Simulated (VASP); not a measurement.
Set up this calculation in VASP 6.6.1, as the native input.

| Property | Result |
| --- | --- |
| Task | relaxation of the atoms |
| Functional | PBE |
| Dispersion | D3(BJ) |
| Potentials or basis | VASP PAW PBE potentials, release 64 (Al, Ni) |
| Cutoff | 520 eV |
| k mesh | 10 × 7 × 1 |
| Occupations | gaussian, width 0.1 eV |
| Spin | no spin polarisation |
| Dipole correction | yes |
| Atoms held fixed (from 0) | [0, 1, 4, 5] |
| Further INCAR settings | ALGO = Fast; EDIFF = 1e-06; IBRION = 2; EDIFFG = -0.03; NSW = 90 |

The structure of AlNi lies in POSCAR:

```
AlNi
1.0
    2.8574230046      0.0000000000      0.0000000000
    0.0000000000      4.0410063666      0.0000000000
    0.0000000000      0.0000000000     23.0615095499
Al Ni
4 4
Selective dynamics
Direct
    0.0000000000      0.5000000000      0.3685795148  F F F
    0.0000000000      0.0000000000      0.4561931716  F F F
    0.0000000000      0.5000000000      0.5438068284  T T T
    0.0000000000      0.0000000000      0.6314204852  T T T
    0.5000000000      0.0000000000      0.3685795148  F F F
    0.5000000000      0.5000000000      0.4561931716  F F F
    0.5000000000      0.0000000000      0.5438068284  T T T
    0.5000000000      0.5000000000      0.6314204852  T T T
```

One way to write it, as run:

INCAR

```
SYSTEM = AlNi
PREC = Accurate ; ENCUT = 520
EDIFF = 1E-6 ; ISMEAR = 0
SIGMA = 0.1 ; LREAL = .False.
LASPH = .True. ; NELM = 60
ALGO = Fast ; ISIF = 2
LWAVE = .False. ; LCHARG = .False.
LDIPOL = .True. ; IDIPOL = 3
DIPOL = 0.5 0.5 0.500 ; GGA = PE
IVDW = 12 ; IBRION = 2
NSW = 90 ; EDIFFG = -0.03
KPAR = 4
```

KPOINTS

```
regular mesh
0
Gamma
  10 7 1
  0 0 0
```

Potentials or basis: VASP PAW PBE potentials, release 64 (Al, Ni).

Command:

```sh
$ cat potpaw_PBE.64/Al/POTCAR potpaw_PBE.64/Ni/POTCAR > POTCAR
$ mpirun -np 4 vasp_std > vasp.out
```

Results of the run:

- Energy gained by relaxing: 6.1 meV/atom
- Ionic steps: 8
- Band gap on the k mesh: zero (bands 26 and 27 overlap by 1.26 eV)
- Dispersion energy per atom: -0.331 eV

Wall time 9.4 min on 4 MPI ranks on Oxide Virtual Turin-like Processor (shared host), peak memory 0.47 GiB a rank.
